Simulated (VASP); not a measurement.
# ZnS (P3m1) in VASP: a series of runs

ZnS is run at these levels: r2SCAN; tasks: single point.

All numbers are computed with VASP 6.6.1; they aren't measurements. Logs are shortened: lines on timing, memory, paths and dates and some standing lists are left out, and cuts for length are marked.

### Step 1. The cell of the first run

The structure is trigonal, space group P3m1 (No. 156). Conventional cell: a = 3.809 Å, b = 3.809 Å, c = 12.166 Å, α = 90.00°, β = 90.00°, γ = 120.00°. Zn (site symmetry 3m) has 4 S at 2.33 Å within 3.1 Å. Zn (site symmetry 3m) has 4 S at 2.33 Å within 3.1 Å. Within 2.7 Å of Zn (site symmetry 3m) lie 4 S at 2.04 to 2.33 Å. Zn (site symmetry 3m) has 4 S at 2.33 to 2.34 Å within 3.1 Å. S (site symmetry 3m) has 4 Zn at 2.33 Å within 3.1 Å. Within 3.1 Å of S (site symmetry 3m) lie 4 Zn at 2.33 Å. Within 2.7 Å of S (site symmetry 3m) lie 4 Zn at 2.04 to 2.33 Å. S (site symmetry 3m) has 4 Zn at 2.33 to 2.34 Å within 3.1 Å.

### Step 2. Single point, r2SCAN (the distance across one plane changed)

File POSCAR:

```
ZnS
1.0
   -3.8087369231      0.0000000000      0.0000000000
   -1.9043684615     -3.2984629317      0.0000000000
    0.0000000000      0.0000000000     12.1664651483
Zn S
4 4
Direct
    1.0000000000      1.0000000000      0.6724465224
    0.0000000000      0.0000000000      0.1601175510
    0.3333333333      0.3333333333      0.9285661531
    0.6666666667      0.6666666667      0.4162371818
    0.0000000000      1.0000000000      0.8641823111
    0.0000000000      0.0000000000      0.3518533397
    0.3333333333      0.3333333333      0.0960400069
    0.6666666667      0.6666666667      0.6083689783
```

File INCAR.step1:

```
ALGO     = Normal         # electronic algorithm
EDIFF    = 1E-4           # SCF threshold, eV
ENCUT    = 520            # plane-wave cutoff, eV
GGA      = PE             # functional
ISMEAR   = 0              # smearing method
LASPH    = True           # aspherical terms in the spheres
LCHARG   = False          # write CHGCAR
LREAL    = False          # projectors in reciprocal space
LWAVE    = True           # write WAVECAR
NBANDS   = 46             # bands
NELM     = 80             # most SCF steps
PREC     = Accurate       # precision mode
SIGMA    = 0.05           # smearing width, eV
```

File INCAR.step2:

```
ALGO     = Normal         # electronic algorithm
EDIFF    = 1E-6           # SCF threshold, eV
ENCUT    = 520            # plane-wave cutoff, eV
ISIF     = 2              # what is computed and relaxed
ISMEAR   = 0              # smearing method
ISTART   = 1            
LASPH    = True           # aspherical terms in the spheres
LCHARG   = False          # write CHGCAR
LMIXTAU  = True         
LREAL    = False          # projectors in reciprocal space
LWAVE    = False          # write WAVECAR
METAGGA  = R2SCAN         # meta-GGA
NBANDS   = 46             # bands
NELM     = 80             # most SCF steps
PREC     = Accurate       # precision mode
SIGMA    = 0.05           # smearing width, eV
```

File KPOINTS:

```
k-points
0
Gamma
  7 7 2
```

Potentials or basis: VASP PAW PBE potentials, release 64 (Zn, S).

The run is started by

```bash
cat potpaw_PBE.64/Zn/POTCAR potpaw_PBE.64/S/POTCAR > POTCAR
cp INCAR.step1 INCAR
mpirun -np 1 vasp_std > vasp.out
cp INCAR.step2 INCAR
mpirun -np 1 vasp_std > vasp.out
```

OUTCAR:

```text
EDIFF = 1E-6
   ENCUT = 520
   ISIF = 2
   ISMEAR = 0
   ISTART = 1
   LASPH = True
   LREAL = False
   METAGGA = R2SCAN
   NELM = 80
   PREC = Accurate

 ion  position               nearest neighbor table
   1  0.000  0.000  0.672-   5 2.33   8 2.33   8 2.33   8 2.33
   2  0.000  0.000  0.160-   6 2.33   7 2.33   7 2.33   7 2.33
   3  0.333  0.333  0.929-   7 2.04   5 2.33   5 2.33   5 2.33
   4  0.667  0.667  0.416-   6 2.33   6 2.33   6 2.33   8 2.34
   5  0.000  0.000  0.864-   1 2.33   3 2.33   3 2.33   3 2.33
   6  0.000  0.000  0.352-   2 2.33   4 2.33   4 2.33   4 2.33
   7  0.333  0.333  0.096-   3 2.04   2 2.33   2 2.33   2 2.33
   8  0.667  0.667  0.608-   1 2.33   1 2.33   1 2.33   4 2.34

  LATTYP: Found a hexagonal cell.
 ALAT       =     3.8087369230
 C/A-ratio  =     3.1943569205

  Lattice vectors:

 A1 = (   1.9043684615,   3.2984629317,   0.0000000000)
 A2 = (  -3.8087369231,   0.0000000000,   0.0000000000)
 A3 = (   0.0000000000,   0.0000000000,  12.1664651483)

Analysis of symmetry for initial positions (statically):
=====================================================================
 Subroutine PRICEL returns:
 Original cell was already a primitive cell.

 Routine SETGRP: Setting up the symmetry group for a
 hexagonal supercell.

 Subroutine GETGRP returns: Found  6 space group operations
 (whereof  6 operations were pure point group operations)
 out of a pool of 24 trial point group operations.

The static configuration has the point symmetry C_3v.

Analysis of symmetry for dynamics (positions and initial velocities):
=====================================================================
 Subroutine PRICEL returns:
 Original cell was already a primitive cell.

 Routine SETGRP: Setting up the symmetry group for a
 hexagonal supercell.

 Subroutine GETGRP returns: Found  6 space group operations
 (whereof  6 operations were pure point group operations)
 out of a pool of 24 trial point group operations.

The dynamic configuration has the point symmetry C_3v.

 Subroutine INISYM returns: Found  6 space group operations
 (whereof  6 operations are pure point group operations),
 and found     1 'primitive' translations

----------------------------------------------------------------------------------------

                                     Primitive cell

  volume of cell :     152.8470

  direct lattice vectors                    reciprocal lattice vectors
    -3.808736923  0.000000000  0.000000000    -0.262554233  0.151585757  0.000000000
    -1.904368462 -3.298462932  0.000000000     0.000000000 -0.303171514  0.000000000
     0.000000000  0.000000000 12.166465148     0.000000000  0.000000000  0.082193142

  length of vectors
     3.808736923  3.808736923 12.166465148     0.303171514  0.303171514  0.082193142

  position of ions in fractional coordinates (direct lattice)
     0.000000000  0.000000000  0.672446522
     0.000000000  0.000000000  0.160117551
     0.333333333  0.333333333  0.928566153
     0.666666667  0.666666667  0.416237182
     0.000000000  0.000000000  0.864182311
     0.000000000  0.000000000  0.351853340
     0.333333333  0.333333333  0.096040007
     0.666666667  0.666666667  0.608368978

  ion indices of the primitive-cell ions
   primitive index   ion index
                 1           1
                 2           2
                 3           3
                 4           4
                 5           5
                 6           6
                 7           7
                 8           8

----------------------------------------------------------------------------------------

 KPOINTS: k-points

Automatic generation of k-mesh.
 Grid dimensions read from file:
 generate k-points for:    7    7    2

 Generating k-lattice:

  Cartesian coordinates                     Fractional coordinates (reciprocal lattice)
    -0.037507748  0.021655108  0.000000000     0.142857143  0.000000000  0.000000000
     0.000000000 -0.043310216  0.000000000     0.000000000  0.142857143  0.000000000
     0.000000000  0.000000000  0.041096571     0.000000000  0.000000000  0.500000000

  Length of vectors
     0.043310216  0.043310216  0.041096571

  Shift w.r.t. Gamma in fractional coordinates (k-lattice)
     0.000000000  0.000000000  0.000000000

 Subroutine IBZKPT returns following result:
 ===========================================

 Found     16 irreducible k-points:

 Following reciprocal coordinates:
            Coordinates               Weight
  0.000000  0.000000  0.000000      1.000000
  0.142857 -0.000000  0.000000      6.000000
  0.285714  0.000000  0.000000      6.000000
  0.428571 -0.000000  0.000000      6.000000
  0.285714  0.142857  0.000000      6.000000
  0.428571  0.142857  0.000000     12.000000
[... 8 lines left out ...]
 -0.428571  0.142857  0.500000      6.000000
 -0.428571  0.285714  0.500000      6.000000
   k-points           NKPTS =     16   k-points in BZ     NKDIM =     16   number of bands    NBANDS=     46
   number of dos      NEDOS =    301   number of ions     NIONS =      8
   total plane-waves  NPLWV =  70560
   dimension x,y,z NGX =    28 NGY =   28 NGZ =   90
   dimension x,y,z NGXF=    56 NGYF=   56 NGZF=  180
   ions per type =               4   4
   NGX,Y,Z   is equivalent  to a cutoff of  12.22, 12.22, 12.30 a.u.
   NGXF,Y,Z  is equivalent  to a cutoff of  24.44, 24.44, 24.60 a.u.
 SYSTEM =  unknown system
   PREC   = accura    normal or accurate (medium, high low for compatibility)
   ISTART =      1    job   : 0-new  1-cont  2-samecut
   ICHARG =      0    charge: 1-file 2-atom 10-const
   ISPIN  =      1    spin polarized calculation?
   LNONCOLLINEAR =      F non collinear calculations
   LSORBIT =      F    spin-orbit coupling
   LASPH  =      T    aspherical Exc in radial PAW
   ENCUT  =  520.0 eV  38.22 Ry    6.18 a.u.   7.08  7.08 22.62*2*pi/ulx,y,z
   NELM   =     80;   NELMIN=  2; NELMDL=  0     # of ELM steps
   EDIFF  = 0.1E-05   stopping-criterion for ELM
   LREAL  =      F    real-space projection
   EDIFFG = 0.1E-04   stopping-criterion for IOM
   NSW    =      0    number of steps for IOM
   IBRION =     -1    ionic relax: 0-MD 1-quasi-New 2-CG
   NFREE  =      0    steps in history (QN), initial steepest desc. (CG)
   ISIF   =      2    stress and relaxation
   ISYM   =      2    0-nonsym 1-usesym 2-fastsym
   POTIM  = 0.5000    time-step for ionic-motion
   TEBEG  =    0.0;   TEEND  =   0.0 temperature during run
   PSTRESS=    0.0 pullay stress
   NELECT =      72.0000    total number of electrons
   NUPDOWN=      -1.0000    fix difference up-down
   EMIN   =  10.00;   EMAX   =-10.00  energy-range for DOS
   EFERMI =   0.00;   METHOD = LEGACY
   ISMEAR =     0;   SIGMA  =   0.05  broadening in eV -4-tet -1-fermi 0-gaus
   EFERMI_NEDOS =   21; number of points for ismear=-14 and -15
   IALGO  =     38    algorithm
   IMIX   =      4    mixing-type and parameters
     AMIX     =   0.40;   BMIX     =  1.00
     AMIX_MAG =   1.60;   BMIX_MAG =  1.00
  volume/ion in A,a.u.               =      19.11       128.93
  Fermi-wavevector in a.u.,A,eV,Ry     =   1.273796  2.407126 22.076230  1.622557
  Thomas-Fermi vector in A             =   2.406600
   LORBIT       =      0    0 simple, 1 ext, 2 COOP (PROOUT), +10 PAW based schemes
   METAGGA = R2SCAN    functional components
   LHFCALC =     F    Hartree Fock is set to
   AEXX    =    0.0000 exact exchange contribution
   IVDW    =     0    specifies the selected vdW correction
   LEPSILON=     F    determine dielectric tensor
   LRPA    =     F    only Hartree local field effects (RPA)
 non-spin polarized calculation
 Gauss-broadening in eV      SIGMA  =   0.05
  energy-cutoff  :      520.00
  volume of cell :      152.85
 maximum number of plane-waves:      4141
   NGX = 15   NGY = 15   NGZ = 45

 number of electron      72.0000041 magnetization

 Free energy of the ion-electron system (eV)
  ---------------------------------------------------
  ext. energy  EPLUGINS =         0.00000000
  ---------------------------------------------------
  free energy    TOTEN  =       -74.98324806 eV

  energy without entropy =      -74.98324806  energy(sigma->0) =      -74.98324806

 E-fermi :   2.4629     XC(G=0): -10.4367

 val. band max:        2.1878490567   @ k =   0.0000   0.0000   0.0000
 cond. band min:       4.9623711900   @ k =   0.0000   0.0000   0.0000
 fundamental gap:      2.7745221333
 Fermi energy:         2.4628590881

 k-point     1 :       0.0000    0.0000    0.0000
  band No.  band energies     occupation
      1     -12.0630      2.00000
      2     -11.3735      2.00000
      3     -11.1225      2.00000
      4     -10.6233      2.00000
      5      -4.9312      2.00000
      6      -4.7018      2.00000
[... 38 lines left out ...]
     45       9.1507      0.00000
     46       9.4183      0.00000

 k-point     2 :       0.1429   -0.0000    0.0000
  band No.  band energies     occupation
      1     -11.9343      2.00000
      2     -11.2543      2.00000
      3     -11.0077      2.00000
      4     -10.5475      2.00000
      5      -4.8982      2.00000
      6      -4.7167      2.00000
[... 38 lines left out ...]
     45       9.4088      0.00000
     46       9.5476      0.00000

 k-point     3 :       0.2857    0.0000    0.0000
  band No.  band energies     occupation
      1     -11.6144      2.00000
      2     -10.9595      2.00000
      3     -10.7285      2.00000
      4     -10.3830      2.00000
      5      -4.8516      2.00000
      6      -4.6912      2.00000
[... 626 lines left out ...]
     45       9.7955      0.00000
     46      10.0875      0.00000

 k-point    16 :      -0.4286    0.2857    0.5000
  band No.  band energies     occupation
      1     -11.1969      2.00000
      2     -10.5626      2.00000
      3     -10.3670      2.00000
      4     -10.2496      2.00000
      5      -4.7439      2.00000
      6      -4.6498      2.00000
[... 38 lines left out ...]
     45      10.1492      0.00000
     46      10.2998      0.00000

------------------------ aborting loop because EDIFF is reached ----------------------------------------

  FORCE on cell =-STRESS in cart. coord.  units (eV):
  Direction    XX          YY          ZZ          XY          YZ          ZX
  --------------------------------------------------------------------------------------
  -------------------------------------------------------------------------------------
  Total        0.4907812      0.4907812      8.2813065     -0.0000000     -0.0000000      0.0000000
  in kB        5.1444797      5.1444797     86.8065387     -0.0000000     -0.0000000      0.0000000
  external PRESSURE =      32.3651660 kB  Pullay stress =       0.0000000 kB

 VOLUME and BASIS-vectors are now :
 -----------------------------------------------------------------------------
  energy-cutoff  :      520.00
  volume of cell :      152.85
      direct lattice vectors                 reciprocal lattice vectors
    -3.808736923  0.000000000  0.000000000    -0.262554233  0.151585757  0.000000000
    -1.904368462 -3.298462932  0.000000000     0.000000000 -0.303171514  0.000000000
     0.000000000  0.000000000 12.166465148     0.000000000  0.000000000  0.082193142

 POSITION                                       TOTAL-FORCE (eV/Angst)
 -----------------------------------------------------------------------------------
      0.00000      0.00000      8.18130        -0.000000      0.000000      0.109220
      0.00000      0.00000      1.94806        -0.000000     -0.000000      0.279316
     -1.90437     -1.09949     11.29737        -0.000000     -0.000000     -3.345139
     -3.80874     -2.19898      5.06414         0.000000      0.000000      0.130386
      0.00000      0.00000     10.51404        -0.000000      0.000000     -0.625866
      0.00000      0.00000      4.28081        -0.000000      0.000000     -0.113636
     -1.90437     -1.09949      1.16847        -0.000000      0.000000      3.690658
     -3.80874     -2.19898      7.40170        -0.000000      0.000000     -0.124939
 -----------------------------------------------------------------------------------
    total drift:                                0.000000      0.000000      0.060805

  FREE ENERGIE OF THE ION-ELECTRON SYSTEM (eV)
  ---------------------------------------------------
  free  energy   TOTEN  =       -74.9832480584 eV

  energy  without entropy=      -74.9832480584  energy(sigma->0) =      -74.98324806
```

Run time: 3.3 min. Hardware: 1 thread of Intel Xeon 6975P-C (Granite Rapids), shared host; peak memory 0.31 GiB.

What came out:

```yaml
Free_energy: -74.9832 eV
Pressure: 3.2 GPa
Largest_force: 3.691 eV/Å
Band_gap_on_the_k_mesh: 2.77 eV
```

Forces in eV/Å, atoms in the order of the input:
```
Zn   0.000  0.000  0.109
Zn   0.000  0.000  0.279
Zn   0.000  0.000 -3.345
Zn   0.000  0.000  0.130
S    0.000  0.000 -0.626
S    0.000  0.000 -0.114
S    0.000  0.000  3.691
S    0.000  0.000 -0.125
```

Caveat: the cell differs from its parent crystal (the distance across one plane changed); the cell stands under pressure; the PAW data sets were made with another functional, which shifts forces and pressure a little.

### Step 3. Single point, r2SCAN (the distance across one plane changed)

File POSCAR:

```
ZnS
1.0
   -3.8087369231      0.0000000000      0.0000000000
   -1.9043684615     -3.2984629317      0.0000000000
    0.0000000000      0.0000000000     12.9664651483
Zn S
4 4
Direct
    1.0000000000      1.0000000000      0.6309581744
    0.0000000000      0.0000000000      0.1502386797
    0.3333333333      0.3333333333      0.8712758343
    0.6666666667      0.6666666667      0.3905563396
    0.0000000000      1.0000000000      0.8108643219
    0.0000000000      0.0000000000      0.3301448272
    0.3333333333      0.3333333333      0.0901145674
    0.6666666667      0.6666666667      0.5708340621
```

File INCAR.step1:

```
PREC = Accurate
ENCUT = 520
ISMEAR = 0
SIGMA = 0.05
LREAL = False
LASPH = True
NELM = 80
NBANDS = 46
GGA = PE
ALGO = Normal
EDIFF = 1E-4
LWAVE = True
LCHARG = False
```

File INCAR.step2:

```
PREC = Accurate
ENCUT = 520
EDIFF = 1E-7
ISMEAR = 0
SIGMA = 0.05
LREAL = False
LASPH = True
NELM = 80
ALGO = Normal
ISIF = 2
LWAVE = False
LCHARG = False
METAGGA = R2SCAN
LMIXTAU = True
NBANDS = 46
ISTART = 1
```

File KPOINTS:

```
regular mesh
0
Gamma
  7 7 2
```

Potentials or basis: VASP PAW PBE potentials, release 64 (Zn, S).

The run is started by

```bash
cat potpaw_PBE.64/Zn/POTCAR potpaw_PBE.64/S/POTCAR > POTCAR
cp INCAR.step1 INCAR
mpirun -np 1 vasp_std > vasp.out
cp INCAR.step2 INCAR
mpirun -np 1 vasp_std > vasp.out
```

It took 4.9 min on 1 thread of Intel Xeon 6975P-C (Granite Rapids), shared host; peak memory 0.32 GiB.

It converged, with:

| Property | Result |
| --- | --- |
| Free energy | -75.0147 eV |
| Pressure | -1.5 GPa |
| Largest force | 1.086 eV/Å |
| Band gap on the k mesh | 1.95 eV |

Forces on the atoms (eV/Å):
```
Zn   0.000  0.000 -0.271
Zn   0.000  0.000 -0.318
Zn   0.000  0.000  0.812
Zn   0.000  0.000 -0.240
S    0.000  0.000  0.599
S    0.000  0.000  0.255
S    0.000  0.000 -1.086
S    0.000  0.000  0.250
```

Stress tensor (GPa, compression positive):
```
-0.60  0.00  0.00
 0.00 -0.60  0.00
 0.00  0.00 -3.26
```

Levels at points of the mesh, in eV from the valence-band top:
```tsv
k point	band 34	band 35	band 36	band 37	band 38	band 39
(0.00, 0.00, 0.00)	-0.40	0.00	0.00	1.95	3.23	3.57
(0.00, 0.00, 0.50)	-0.58	-0.01	-0.01	2.49	3.21	3.41
```

Caveat: the cell differs from its parent crystal (the distance across one plane changed); the PAW data sets were made with another functional, which shifts forces and pressure a little.
